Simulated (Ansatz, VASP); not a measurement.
**Hf: VASP beside Ansatz**

```
Hf
1.0
     3.15845    0.00000    0.00000
    -1.57923    2.73530    0.00000
     0.00000    0.00000   18.50090
Hf
2
Direct
  0.83333 0.16667 0.43920
  0.16667 0.83333 0.56080
```

Alike in both runs: functional PBEsol; k mesh 12 × 12 × 1; occupations fermi-dirac, width 0.08 eV; no spin polarisation.

Ansatz relaxed the structure, and its values are those at the end. VASP's run is a single point on that final structure, the one shown.

|  | VASP | Ansatz |
| --- | --- | --- |
| version | VASP 6.6.1 | Ansatz 0.2.0 |
| potentials or method | VASP PAW PBE potentials, release 64 (Hf_pv), cutoff 520 eV | all-electron LAPW, scalar-relativistic |

|  | VASP | Ansatz | Ansatz less VASP |
| --- | --- | --- | --- |
| rms of the force components (eV/Å) | 0.031 | 0.002 | -0.0295 |

VASP's potentials were made for PBE, not for PBEsol. Ansatz ran all-electron here, and VASP with PAW potentials.

Spin-orbit coupling is off throughout.
